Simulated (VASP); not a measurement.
# AlNi (P4/mmm) in VASP: a series of runs

AlNi is run at these levels: PBE; tasks: single point.

Program: VASP 6.6.1. These are calculated values, not measurements. Logs are shortened: lines on timing, memory, paths and dates and some standing lists are left out, and cuts for length are marked.

## Step 1: The cell of the first run

The structure is tetragonal, space group P4/mmm (No. 123). The conventional cell has a = 2.748 Å, b = 2.748 Å, c = 2.893 Å, α = 90.00°, β = 90.00°, γ = 90.00°. Within 3.2 Å of Al (site symmetry 4/mmm) lie 8 Ni at 2.42 Å and 6 Al at 2.75 to 2.89 Å. Within 3.2 Å of Ni (site symmetry 4/mmm) lie 8 Al at 2.42 Å and 6 Ni at 2.75 to 2.89 Å.

## Step 2: Single point, PBE (strain -0.050 along x and y, +0.000 along z)

The input, INCAR:

```
PREC     = Accurate       # precision mode
ENCUT    = 520            # plane-wave cutoff, eV
EDIFF    = 1E-6           # SCF threshold, eV
ISMEAR   = 0              # smearing method
SIGMA    = 0.15           # smearing width, eV
LREAL    = F              # projectors in reciprocal space
LASPH    = T              # aspherical terms in the spheres
NELM     = 80             # most SCF steps
ALGO     = Fast           # electronic algorithm
ISIF     = 2              # what is computed and relaxed
LWAVE    = F              # write WAVECAR
LCHARG   = F              # write CHGCAR
GGA      = PE             # functional
NBANDS   = 14             # bands
```

The input, KPOINTS:

```
regular mesh
0
Gamma
  20 20 20
```

The input, POSCAR:

```
AlNi
1.0
    2.7484293516      0.0000000000      0.0000000000
    0.0000000000      2.7484293516      0.0000000000
    0.0000000000      0.0000000000      2.8930835280
Al Ni
1 1
Direct
    0.0000000000      0.0000000000      0.0000000000
    0.5000000000      0.5000000000      0.5000000000
```

Potentials or basis: VASP PAW PBE potentials, release 64 (Al, Ni).

Command:

```
$ cat potpaw_PBE.64/Al/POTCAR potpaw_PBE.64/Ni/POTCAR > POTCAR
$ mpirun -np 1 vasp_std > vasp.out
```

OUTCAR:

```text
PREC = Accurate
   ENCUT = 520
   EDIFF = 1E-6
   ISMEAR = 0
   LREAL = F
   LASPH = T
   NELM = 80
   ISIF = 2
   GGA = PE

 ion  position               nearest neighbor table
   1  0.000  0.000  0.000-   2 2.42   2 2.42   2 2.42   2 2.42   2 2.42   2 2.42   2 2.42   2 2.42

   2  0.500  0.500  0.500-   1 2.42   1 2.42   1 2.42   1 2.42   1 2.42   1 2.42   1 2.42   1 2.42

  LATTYP: Found a simple tetragonal cell.
 ALAT       =     2.7484293516
 C/A-ratio  =     1.0526315789

  Lattice vectors:

 A1 = (   2.7484293516,   0.0000000000,   0.0000000000)
 A2 = (   0.0000000000,   2.7484293516,   0.0000000000)
 A3 = (   0.0000000000,   0.0000000000,   2.8930835280)

Analysis of symmetry for initial positions (statically):
=====================================================================
 Subroutine PRICEL returns:
 Original cell was already a primitive cell.

 Routine SETGRP: Setting up the symmetry group for a
 simple tetragonal supercell.

 Subroutine GETGRP returns: Found 16 space group operations
 (whereof 16 operations were pure point group operations)
 out of a pool of 16 trial point group operations.

The static configuration has the point symmetry D_4h.

Analysis of symmetry for dynamics (positions and initial velocities):
=====================================================================
 Subroutine PRICEL returns:
 Original cell was already a primitive cell.

 Routine SETGRP: Setting up the symmetry group for a
 simple tetragonal supercell.

 Subroutine GETGRP returns: Found 16 space group operations
 (whereof 16 operations were pure point group operations)
 out of a pool of 16 trial point group operations.

The dynamic configuration has the point symmetry D_4h.

 Subroutine INISYM returns: Found 16 space group operations
 (whereof 16 operations are pure point group operations),
 and found     1 'primitive' translations

----------------------------------------------------------------------------------------

                                     Primitive cell

  volume of cell :      21.8540

  direct lattice vectors                    reciprocal lattice vectors
     2.748429352  0.000000000  0.000000000     0.363844171  0.000000000  0.000000000
     0.000000000  2.748429352  0.000000000     0.000000000  0.363844171  0.000000000
     0.000000000  0.000000000  2.893083528     0.000000000  0.000000000  0.345651963

  length of vectors
     2.748429352  2.748429352  2.893083528     0.363844171  0.363844171  0.345651963
[... 91 lines left out ...]
   PSTRESS=    0.0 pullay stress
   NELECT =      13.0000    total number of electrons
   NUPDOWN=      -1.0000    fix difference up-down
   EMIN   =  10.00;   EMAX   =-10.00  energy-range for DOS
   EFERMI =   0.00;   METHOD = LEGACY
   ISMEAR =     0;   SIGMA  =   0.15  broadening in eV -4-tet -1-fermi 0-gaus
   EFERMI_NEDOS =   21; number of points for ismear=-14 and -15
   IALGO  =     68    algorithm
   IMIX   =      4    mixing-type and parameters
     AMIX     =   0.40;   BMIX     =  1.00
     AMIX_MAG =   1.60;   BMIX_MAG =  1.00
  volume/ion in A,a.u.               =      10.93        73.74
  Fermi-wavevector in a.u.,A,eV,Ry     =   1.376827  2.601825 25.791903  1.895651
  Thomas-Fermi vector in A             =   2.502036
   LORBIT       =      0    0 simple, 1 ext, 2 COOP (PROOUT), +10 PAW based schemes
   GGA     = PE    functional components
   LHFCALC =     F    Hartree Fock is set to
   AEXX    =    0.0000 exact exchange contribution
   IVDW    =     0    specifies the selected vdW correction
   LEPSILON=     F    determine dielectric tensor
   LRPA    =     F    only Hartree local field effects (RPA)
 non-spin polarized calculation
 RMM-DIIS sequential band-by-band and
 Gauss-broadening in eV      SIGMA  =   0.15
  energy-cutoff  :      520.00
  volume of cell :       21.85
 maximum number of plane-waves:       604
   NGX = 11   NGY = 11   NGZ = 11

 number of electron      13.0000018 magnetization

 Free energy of the ion-electron system (eV)
  ---------------------------------------------------
  ext. energy  EPLUGINS =         0.00000000
  ---------------------------------------------------
  free energy    TOTEN  =       -10.39546611 eV

  energy without entropy =      -10.38679240  energy(sigma->0) =      -10.39112925

 E-fermi :  11.2669     XC(G=0): -12.4885

 val. band max:       11.2654043103   @ k =   0.3500   0.0500   0.3000
 cond. band min:      11.2689541560   @ k =   0.5000   0.4500   0.3000
 fundamental gap:      0.0035498457
 Fermi energy:        11.2669057146

 k-point     1 :       0.0000    0.0000    0.0000
  band No.  band energies     occupation
      1      -0.5491      2.00000
      2       7.5427      2.00000
      3       7.6039      2.00000
      4       9.4834      2.00000
      5       9.4834      2.00000
      6       9.6318      2.00000
      7      15.9016      0.00000
      8      17.8292      0.00000
      9      17.8292      0.00000
     10      19.3750      0.00000
     11      19.8931      0.00000
     12      26.8004      0.00000
     13      32.8971      0.00000
     14      32.8971      0.00000
[... 377 lines left out ...]
      1       0.4526      2.00000
      2       7.5567      2.00000
      3       7.7722      2.00000
      4       9.1141      2.00000
      5       9.2210      2.00000
      6       9.4257      2.00000
      7      13.6415      0.00000
      8      16.8502      0.00000
      9      17.2358      0.00000
     10      20.3813      0.00000
     11      24.3508      0.00000
     12      27.7668      0.00000
     13      28.3525      0.00000
     14      30.1526      0.00000

 [... further k-points ...]

------------------------ aborting loop because EDIFF is reached ----------------------------------------

  FORCE on cell =-STRESS in cart. coord.  units (eV):
  Direction    XX          YY          ZZ          XY          YZ          ZX
  --------------------------------------------------------------------------------------
  -------------------------------------------------------------------------------------
  Total        3.0191125      3.0191125      2.4618105      0.0000000      0.0000000      0.0000000
  in kB      221.3399223    221.3399223    180.4824906      0.0000000      0.0000000      0.0000000
  external PRESSURE =     207.7207784 kB  Pullay stress =       0.0000000 kB

 VOLUME and BASIS-vectors are now :
 -----------------------------------------------------------------------------
  energy-cutoff  :      520.00
  volume of cell :       21.85
      direct lattice vectors                 reciprocal lattice vectors
     2.748429352  0.000000000  0.000000000     0.363844171  0.000000000  0.000000000
     0.000000000  2.748429352  0.000000000     0.000000000  0.363844171  0.000000000
     0.000000000  0.000000000  2.893083528     0.000000000  0.000000000  0.345651963

 POSITION                                       TOTAL-FORCE (eV/Angst)
 -----------------------------------------------------------------------------------
      0.00000      0.00000      0.00000         0.000000      0.000000      0.000000
      1.37421      1.37421      1.44654         0.000000      0.000000      0.000000
 -----------------------------------------------------------------------------------
    total drift:                               -0.000000      0.000000      0.000000

  FREE ENERGIE OF THE ION-ELECTRON SYSTEM (eV)
  ---------------------------------------------------
  free  energy   TOTEN  =       -10.3954661112 eV

  energy  without entropy=      -10.3867923972  energy(sigma->0) =      -10.39112925
```

OSZICAR:

```text
N       E                     dE             d eps       ncg     rms          rms(c)
DAV:   1     0.414027521060E+02    0.41403E+02   -0.54173E+03 20812   0.993E+02
DAV:   2    -0.101656520941E+02   -0.51568E+02   -0.46635E+02 21882   0.184E+02
DAV:   3    -0.119143170950E+02   -0.17487E+01   -0.17340E+01 25620   0.372E+01
DAV:   4    -0.119373041068E+02   -0.22987E-01   -0.22981E-01 24180   0.389E+00
DAV:   5    -0.119379631621E+02   -0.65906E-03   -0.65904E-03 26138   0.717E-01    0.127E+01
RMM:   6    -0.134123131815E+02   -0.14744E+01   -0.12768E+01 24815   0.447E+01    0.156E+01
RMM:   7    -0.104101397333E+02    0.30022E+01   -0.34786E+00 23033   0.229E+01    0.145E+00
RMM:   8    -0.104046026041E+02    0.55371E-02   -0.60450E-02 22143   0.243E+00    0.676E-01
RMM:   9    -0.103983629863E+02    0.62396E-02   -0.20375E-02 23573   0.993E-01    0.490E-01
RMM:  10    -0.103954892135E+02    0.28738E-02   -0.65370E-03 25408   0.102E+00    0.156E-01
RMM:  11    -0.103955724058E+02   -0.83192E-04   -0.77929E-04 27884   0.314E-01    0.111E-01
RMM:  12    -0.103954564616E+02    0.11594E-03   -0.24076E-04 28393   0.163E-01    0.247E-02
RMM:  13    -0.103954640043E+02   -0.75427E-05   -0.86649E-05 28590   0.604E-02    0.627E-03
RMM:  14    -0.103954657748E+02   -0.17705E-05   -0.13446E-05 25614   0.248E-02    0.817E-03
RMM:  15    -0.103954661112E+02   -0.33641E-06   -0.14115E-06 15173   0.947E-03
   1 F= -.10395466E+02 E0= -.10391129E+02  d E =-.867371E-02
```

Wall time 5.6 min (1 thread of Intel Xeon 8259CL, shared host); peak memory 0.33 GiB.

What came out:

```
Free energy            : -10.3955 eV
Pressure               : 20.8 GPa
Band gap on the k mesh : zero (an odd number of electrons rules out a gap without spin polarisation)
```

Levels at points of the mesh, in eV from the Fermi level:
```
           k point  band 5  band 6  band 7  band 8  band 9  band 10
(0.00, 0.00, 0.00)   -1.78   -1.64    4.63    6.56    6.56     8.11
(0.50, 0.00, 0.00)   -2.43   -1.67   -0.56    8.30    9.37    10.97
(0.50, 0.50, 0.00)   -2.51   -2.51   -1.05    1.98    3.25    12.45
(0.00, 0.00, 0.50)   -2.42   -1.56   -0.98    8.40   10.96    10.96
(0.50, 0.00, 0.50)   -2.30   -2.24   -1.20    1.52    2.74    13.79
(0.50, 0.50, 0.50)   -1.03    1.85    1.99    1.99    4.53     4.66
```

Caveat: the cell differs from its parent crystal (strain -0.050 along x and y, +0.000 along z); the cell stands under pressure.

(Part 1 of 2 ends here.)
